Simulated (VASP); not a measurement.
# NaCl (R-3m) in VASP: single point with PBEsol

Aim: the single point of NaCl with PBEsol.

Program: VASP 6.6.1. These are calculated values, not measurements. Logs are shortened: lines on timing, memory, paths and dates and some standing lists are left out, and cuts for length are marked.

## (1) The cell of the first run

It takes space group R-3m (No. 166, trigonal). The conventional cell has a = 4.004 Å, b = 4.004 Å, c = 5.053 Å, α = 90.00°, β = 90.00°, γ = 120.00°. Within 3.2 Å of Na (site symmetry -3m) lie 8 Cl at 2.46 to 2.53 Å and 6 Na at 2.86 Å. Within 3.2 Å of Cl (site symmetry -3m) lie 8 Na at 2.46 to 2.53 Å and 6 Cl at 2.86 Å.

## (2) Single point, PBEsol (equal xy, yz and zx shear strains of +2 %)

INCAR

```
SYSTEM = NaCl
PREC = Accurate
ENCUT = 520
EDIFF = 1E-6
ISMEAR = -1
SIGMA = 0.03
LREAL = .FALSE.
LASPH = .TRUE.
NELM = 100
ALGO = Normal
ISIF = 2
LWAVE = .FALSE.
LCHARG = .TRUE.
GGA = PS
LELF = .TRUE.
LVHAR = .TRUE.
NBANDS = 14
```

KPOINTS

```
regular mesh
0
G
  9 9 9
  0 0 0
```

POSCAR

```
NaCl
1.0
    2.8600000000      0.0286000000      0.0286000000
    0.0286000000      2.8600000000      0.0286000000
    0.0286000000      0.0286000000      2.8600000000
Na Cl
1 1
Direct
    0.0000000000      0.0000000000      0.0000000000
    0.5000000000      0.5000000000      0.5000000000
```

Potentials or basis: VASP PAW PBE potentials, release 64 (Na_pv, Cl).

Launch:

```
> cat potpaw_PBE.64/Na_pv/POTCAR potpaw_PBE.64/Cl/POTCAR > POTCAR
> mpirun -np 1 vasp_std > vasp.out
```

OUTCAR:

```text
SYSTEM = NaCl
   PREC = Accurate
   ENCUT = 520
   EDIFF = 1E-6
   ISMEAR = -1
   LREAL = .FALSE.
   LASPH = .TRUE.
   NELM = 100
   ISIF = 2
   GGA = PS

 ion  position               nearest neighbor table
   1  0.000  0.000  0.000-   2 2.46   2 2.46   2 2.46   2 2.46   2 2.46   2 2.46   2 2.53   2 2.53

   2  0.500  0.500  0.500-   1 2.46   1 2.46   1 2.46   1 2.46   1 2.46   1 2.46   1 2.53   1 2.53

  LATTYP: Found a trigonal (rhomboedric) cell.
 ALAT       =     2.8602859857
 COS(alpha) =     0.0200959808

  Lattice vectors:

 A1 = (   2.8600000000,   0.0286000000,   0.0286000000)
 A2 = (   0.0286000000,   2.8600000000,   0.0286000000)
 A3 = (   0.0286000000,   0.0286000000,   2.8600000000)

Analysis of symmetry for initial positions (statically):
=====================================================================
 Subroutine PRICEL returns:
 Original cell was already a primitive cell.

 Routine SETGRP: Setting up the symmetry group for a
 trigonal (rhombohedral) supercell.

 Subroutine GETGRP returns: Found 12 space group operations
 (whereof 12 operations were pure point group operations)
 out of a pool of 12 trial point group operations.

The static configuration has the point symmetry D_3d.

Analysis of symmetry for dynamics (positions and initial velocities):
=====================================================================
 Subroutine PRICEL returns:
 Original cell was already a primitive cell.

 Routine SETGRP: Setting up the symmetry group for a
 trigonal (rhombohedral) supercell.

 Subroutine GETGRP returns: Found 12 space group operations
 (whereof 12 operations were pure point group operations)
 out of a pool of 12 trial point group operations.

The dynamic configuration has the point symmetry D_3d.

 Subroutine INISYM returns: Found 12 space group operations
 (whereof 12 operations are pure point group operations),
 and found     1 'primitive' translations

----------------------------------------------------------------------------------------

                                     Primitive cell

  volume of cell :      23.3867

  direct lattice vectors                    reciprocal lattice vectors
     2.860000000  0.028600000  0.028600000     0.349719601 -0.003462570 -0.003462570
     0.028600000  2.860000000  0.028600000    -0.003462570  0.349719601 -0.003462570
     0.028600000  0.028600000  2.860000000    -0.003462570 -0.003462570  0.349719601

  length of vectors
     2.860285986  2.860285986  2.860285986     0.349753882  0.349753882  0.349753882

  position of ions in fractional coordinates (direct lattice)
     0.000000000  0.000000000  0.000000000
     0.500000000  0.500000000  0.500000000

  ion indices of the primitive-cell ions
   primitive index   ion index
                 1           1
                 2           2

----------------------------------------------------------------------------------------

 KPOINTS: regular mesh

Automatic generation of k-mesh.
 Grid dimensions read from file:
 generate k-points for:    9    9    9

 Generating k-lattice:

  Cartesian coordinates                     Fractional coordinates (reciprocal lattice)
     0.038857733 -0.000384730 -0.000384730     0.111111111  0.000000000  0.000000000
    -0.000384730  0.038857733 -0.000384730     0.000000000  0.111111111  0.000000000
    -0.000384730 -0.000384730  0.038857733     0.000000000  0.000000000  0.111111111

  Length of vectors
     0.038861542  0.038861542  0.038861542

  Shift w.r.t. Gamma in fractional coordinates (k-lattice)
     0.000000000  0.000000000  0.000000000

 Subroutine IBZKPT returns following result:
 ===========================================

 Found     85 irreducible k-points:

 Following reciprocal coordinates:
            Coordinates               Weight
  0.000000  0.000000  0.000000      1.000000
  0.111111  0.000000  0.000000      6.000000
  0.222222 -0.000000  0.000000      6.000000
  0.333333  0.000000  0.000000      6.000000
  0.444444 -0.000000  0.000000      6.000000
  0.111111  0.111111 -0.000000      6.000000
[... 16 lines left out ...]
 -0.333333  0.333333  0.000000      6.000000
  0.444444  0.444444  0.000000      6.000000
 [... further k-points ...]
   k-points           NKPTS =     85   k-points in BZ     NKDIM =     85   number of bands    NBANDS=     14
   number of dos      NEDOS =    301   number of ions     NIONS =      2
   total plane-waves  NPLWV =  13824
   dimension x,y,z NGX =    24 NGY =   24 NGZ =   24
   dimension x,y,z NGXF=    48 NGYF=   48 NGZF=   48
   ions per type =               1   1
   NGX,Y,Z   is equivalent  to a cutoff of  13.95, 13.95, 13.95 a.u.
   NGXF,Y,Z  is equivalent  to a cutoff of  27.90, 27.90, 27.90 a.u.
 SYSTEM =  NaCl
   PREC   = accura    normal or accurate (medium, high low for compatibility)
   ISTART =      0    job   : 0-new  1-cont  2-samecut
   ICHARG =      2    charge: 1-file 2-atom 10-const
   ISPIN  =      1    spin polarized calculation?
   LNONCOLLINEAR =      F non collinear calculations
   LSORBIT =      F    spin-orbit coupling
   LASPH  =      T    aspherical Exc in radial PAW
   ENCUT  =  520.0 eV  38.22 Ry    6.18 a.u.   5.32  5.32  5.32*2*pi/ulx,y,z
   NELM   =    100;   NELMIN=  2; NELMDL= -5     # of ELM steps
   EDIFF  = 0.1E-05   stopping-criterion for ELM
   LREAL  =      F    real-space projection
   EDIFFG = 0.1E-04   stopping-criterion for IOM
   NSW    =      0    number of steps for IOM
   IBRION =     -1    ionic relax: 0-MD 1-quasi-New 2-CG
   NFREE  =      0    steps in history (QN), initial steepest desc. (CG)
   ISIF   =      2    stress and relaxation
   ISYM   =      2    0-nonsym 1-usesym 2-fastsym
   POTIM  = 0.5000    time-step for ionic-motion
   TEBEG  =    0.0;   TEEND  =   0.0 temperature during run
   PSTRESS=    0.0 pullay stress
   NELECT =      14.0000    total number of electrons
   NUPDOWN=      -1.0000    fix difference up-down
   EMIN   =  10.00;   EMAX   =-10.00  energy-range for DOS
   EFERMI =   0.00;   METHOD = LEGACY
   ISMEAR =    -1;   SIGMA  =   0.03  broadening in eV -4-tet -1-fermi 0-gaus
   EFERMI_NEDOS =   21; number of points for ismear=-14 and -15
   IALGO  =     38    algorithm
   IMIX   =      4    mixing-type and parameters
     AMIX     =   0.40;   BMIX     =  1.00
     AMIX_MAG =   1.60;   BMIX_MAG =  1.00
  volume/ion in A,a.u.               =      11.69        78.91
  Fermi-wavevector in a.u.,A,eV,Ry     =   1.379732  2.607315 25.900858  1.903659
  Thomas-Fermi vector in A             =   2.504674
   LORBIT       =      0    0 simple, 1 ext, 2 COOP (PROOUT), +10 PAW based schemes
   GGA     = PS    functional components
   LHFCALC =     F    Hartree Fock is set to
   AEXX    =    0.0000 exact exchange contribution
   IVDW    =     0    specifies the selected vdW correction
   LEPSILON=     F    determine dielectric tensor
   LRPA    =     F    only Hartree local field effects (RPA)
 non-spin polarized calculation
  energy-cutoff  :      520.00
  volume of cell :       23.39
 maximum number of plane-waves:       643
 NGX is ok and might be reduce to    24
   NGX = 11   NGY = 11   NGZ = 11

 number of electron      14.0000001 magnetization

 Free energy of the ion-electron system (eV)
  ---------------------------------------------------
  ext. energy  EPLUGINS =         0.00000000
  ---------------------------------------------------
  free energy    TOTEN  =        -4.77185743 eV

  energy without entropy =       -4.77185743  energy(sigma->0) =       -4.77185743

 E-fermi :   7.4525     XC(G=0): -11.5626

 val. band max:        6.7044878448   @ k =   0.4444   0.4444   0.0000
 cond. band min:      11.2576651056   @ k =   0.4444   0.4444   0.0000
 fundamental gap:      4.5531772608
 Fermi energy:         7.4524568889

 k-point     1 :       0.0000    0.0000    0.0000
  band No.  band energies     occupation
      1     -15.8196      2.00000
      2     -15.8196      2.00000
      3     -15.8050      2.00000
      4     -10.2439      2.00000
      5       5.4485      2.00000
      6       5.4485      2.00000
      7       5.5649      2.00000
      8      13.2659      0.00000
      9      13.2659      0.00000
     10      13.9619      0.00000
     11      24.4472      0.00000
     12      24.4472      0.00000
     13      24.8222      0.00000
     14      28.4672      0.00000

 k-point     2 :       0.1111    0.0000    0.0000
  band No.  band energies     occupation
      1     -15.8738      2.00000
      2     -15.8151      2.00000
      3     -15.8048      2.00000
      4     -10.0757      2.00000
      5       4.5087      2.00000
      6       5.4968      2.00000
      7       5.5821      2.00000
      8      13.4628      0.00000
      9      13.8101      0.00000
     10      14.8923      0.00000
     11      23.4152      0.00000
     12      23.5670      0.00000
     13      24.7303      0.00000
     14      28.0261      0.00000

 k-point     3 :       0.2222   -0.0000    0.0000
  band No.  band energies     occupation
      1     -16.0137      2.00000
      2     -15.8035      2.00000
      3     -15.7947      2.00000
      4      -9.6248      2.00000
      5       2.6427      2.00000
      6       5.6235      2.00000
      7       5.7221      2.00000
      8      14.0367      0.00000
      9      14.4141      0.00000
     10      17.4709      0.00000
     11      21.6803      0.00000
     12      21.7823      0.00000
     13      25.0490      0.00000
     14      25.1042      0.00000
[... 324 lines left out ...]
 k-point    23 :      -0.3333    0.3333    0.0000
  band No.  band energies     occupation
      1     -16.0818      2.00000
      2     -16.0138      2.00000
      3     -15.7628      2.00000
      4      -8.3035      2.00000
      5       1.7465      2.00000
      6       1.9725      2.00000
      7       6.3428      2.00000
      8      13.5175      0.00000
      9      16.2804      0.00000
     10      20.2947      0.00000
     11      20.5235      0.00000
     12      21.0636      0.00000
     13      22.0609      0.00000
     14      26.1504      0.00000

 k-point    24 :       0.4444    0.4444    0.0000
  band No.  band energies     occupation
      1     -16.0834      2.00000
      2     -16.0715      2.00000
      3     -15.7497      2.00000
      4      -7.8666      2.00000
      5       1.3135      2.00000
      6       1.5036      2.00000
      7       6.7045      2.00000
      8      11.2577      0.00000
      9      17.1846      0.00000
     10      19.6160      0.00000
     11      19.6435      0.00000
     12      22.0250      0.00000
     13      22.2244      0.00000
     14      28.6586      0.00000

 [... further k-points ...]
[... 5 lines left out ...]
  --------------------------------------------------------------------------------------
  -------------------------------------------------------------------------------------
  Total        8.7994462      8.7994462      8.7994462     -0.1846056     -0.1846056     -0.1846056
  in kB      602.8333365    602.8333365    602.8333365    -12.6469796    -12.6469796    -12.6469796
  external PRESSURE =     602.8333365 kB  Pullay stress =       0.0000000 kB

 VOLUME and BASIS-vectors are now :
 -----------------------------------------------------------------------------
  energy-cutoff  :      520.00
  volume of cell :       23.39
      direct lattice vectors                 reciprocal lattice vectors
     2.860000000  0.028600000  0.028600000     0.349719601 -0.003462570 -0.003462570
     0.028600000  2.860000000  0.028600000    -0.003462570  0.349719601 -0.003462570
     0.028600000  0.028600000  2.860000000    -0.003462570 -0.003462570  0.349719601

 POSITION                                       TOTAL-FORCE (eV/Angst)
 -----------------------------------------------------------------------------------
      0.00000      0.00000      0.00000         0.000000     -0.000000     -0.000000
      1.45860      1.45860      1.45860        -0.000000      0.000000      0.000000
 -----------------------------------------------------------------------------------
    total drift:                               -0.000000     -0.000000     -0.000000

  FREE ENERGIE OF THE ION-ELECTRON SYSTEM (eV)
  ---------------------------------------------------
  free  energy   TOTEN  =        -4.7718574303 eV

  energy  without entropy=       -4.7718574303  energy(sigma->0) =       -4.77185743
```

Run time: 17 s. Hardware: 1 thread of Intel Xeon Platinum 8259CL at 2.50GHz (Skylake/Cascade Lake), shared host; peak memory 0.15 GiB.

What came out:

```yaml
Free_energy: -4.7719 eV
Pressure: 60.3 GPa
Band_gap_on_the_k_mesh: 4.55 eV, direct
```

Stress tensor (GPa, compression positive):
```
60.28 -1.26 -1.26
-1.26 60.28 -1.26
-1.26 -1.26 60.28
```

Levels at points of the mesh, in eV from the valence-band top:
| k point | band 3 | band 4 | band 5 | band 6 | band 7 | band 8 | band 9 | band 10 | band 11 | band 12 |
| --- | --- | --- | --- | --- | --- | --- | --- | --- | --- | --- |
| (0.00, 0.00, 0.00) | -22.51 | -16.95 | -1.26 | -1.26 | -1.14 | 6.56 | 6.56 | 7.26 | 17.74 | 17.74 |

Caveat: the cell differs from its parent crystal (equal xy, yz and zx shear strains of +2 %); the PAW data sets were made with another functional, which shifts forces and pressure a little. A k mesh can miss the band edges.
